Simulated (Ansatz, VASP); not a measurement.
# One calculation of Al, two programs

Contents of POSCAR:

```
Al
1.0
   -1.5940480389      1.5940480389      1.5940480389
    1.5940480389     -1.5940480389      1.5940480389
    1.5940480389      1.5940480389     -1.5940480389
Al
1
Direct
    0.0000000000      0.0000000000      0.0000000000
```

File INCAR.step1:

```
SYSTEM = Al
ALGO = Normal ; EDIFF = 1E-4
ENCUT = 600 ; GGA = PE
ISMEAR = 0 ; LASPH = .TRUE.
LCHARG = .FALSE. ; LREAL = .FALSE.
LWAVE = .TRUE. ; NELM = 60
PREC = Accurate ; SIGMA = 0.1
```

INCAR.step2

```
SYSTEM = Al
ALGO = Normal ; EDIFF = 1E-6
EDIFFG = -0.01 ; ENCUT = 600
IBRION = 2 ; ISIF = 3
ISMEAR = 0 ; ISTART = 1
LASPH = .TRUE. ; LCHARG = .FALSE.
LMIXTAU = .TRUE. ; LREAL = .FALSE.
LWAVE = .FALSE. ; METAGGA = R2SCAN
NELM = 60 ; NSW = 100
PREC = Accurate ; SIGMA = 0.1
```

Contents of KPOINTS:

```
k-points
0
G
  24 24 24
  0 0 0
```

Input for Ansatz:

```yaml
crystal:
  lattice:
    - [-1.5940480389, 1.5940480389, 1.5940480389]
    - [1.5940480389, -1.5940480389, 1.5940480389]
    - [1.5940480389, 1.5940480389, -1.5940480389]
  atoms:
    - { symbol: Al, position: [0.0, 0.0, 0.0] }
basis:
  ecutwfc: 500
kpoints:
  mp_grid: { grid: [24, 24, 24] }
hamiltonian:
  xc: r2scan
scf:
  occupations: { method: gaussian, width: 0.1 }
output:
  forces: true
  stress: true
  eigenvalues: true
relax:
  adjacent_minimum: "off"
  f_tol: 0.01
  max_steps: 80
  cell: { stress_tol: 0.05 }
```

Alike in both runs: task relaxation of cell and atoms; functional r2SCAN; k mesh 24 × 24 × 24; occupations gaussian, width 0.1 eV; no spin polarisation.

|  | VASP | Ansatz |
| --- | --- | --- |
| version | VASP 6.6.1 | Ansatz 0.2.0 |
| potentials or method | VASP PAW PBE potentials, release 64 (Al), cutoff 600 eV | scalar-relativistic, plane waves, PAW |
| valence electrons in the cell | 3 | 3 |

Ansatz gave:

- gap on the k mesh at the Fermi level, each at its own relaxed structure (eV): none
- relaxed volume (Å³/atom): 16.22
- relaxed cell length with the largest relative difference (Å): 2.762

Q: What did VASP give for the same quantities?

A: gap on the k mesh at the Fermi level, each at its own relaxed structure (eV): none; relaxed volume (Å³/atom): 16.14; relaxed cell length with the largest relative difference (Å): 2.758.

VASP's potentials were made for PBE, not for r2SCAN. A gap of «none» marks a metal or a gap that the smearing closes.
